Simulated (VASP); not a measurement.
Wanted: the native input for a VASP 6.6.1 run.

| Item | Value |
| --- | --- |
| Task | single point |
| Functional | LDA |
| Potentials or basis | VASP PAW LDA potentials, release 64 (Ru_pv, Al) |
| Cutoff | 520 eV |
| k mesh | 9 × 9 × 9 |
| Occupations | fermi-dirac, width 0.05 eV |
| Spin | no spin polarisation |
| Dipole correction | no |
| Further INCAR settings | ALGO = Normal; EDIFF = 1e-06; NBANDS = 16 |

The structure of AlRu lies in POSCAR:

```
AlRu
1.0
    2.9715215427      0.0000000000      0.0000000000
    0.0000000000      2.9715215427      0.0000000000
    0.0000000000      0.0000000000      2.9715215427
Ru Al
1 1
Direct
    0.5000000000      0.5000000000      0.5000000000
    0.0000000000      0.0000000000      0.0000000000
```

One way to write it, as run:

INCAR

```
  ALGO = Normal
  EDIFF = 1E-6
  ENCUT = 520
  GGA = CA
  ISIF = 2
  ISMEAR = -1
  LASPH = True
  LCHARG = False
  LREAL = False
  LWAVE = False
  NBANDS = 16
  NELM = 80
  PREC = Accurate
  SIGMA = 0.05
```

KPOINTS

```
k-points
0
Gamma
  9 9 9
```

Potentials or basis: VASP PAW LDA potentials, release 64 (Ru_pv, Al).

Run with:

```bash
$ cat potpaw_LDA.64/Ru_pv/POTCAR potpaw_LDA.64/Al/POTCAR > POTCAR
$ mpirun -np 1 vasp_std > vasp.out
```

Results of the run:

```yaml
Pressure: -3.5 GPa
```

Wall time 3.8 s on 1 thread of Intel(R) Xeon(R) 6975P-C (Granite Rapids), with other jobs on the host, peak memory 0.13 GiB.
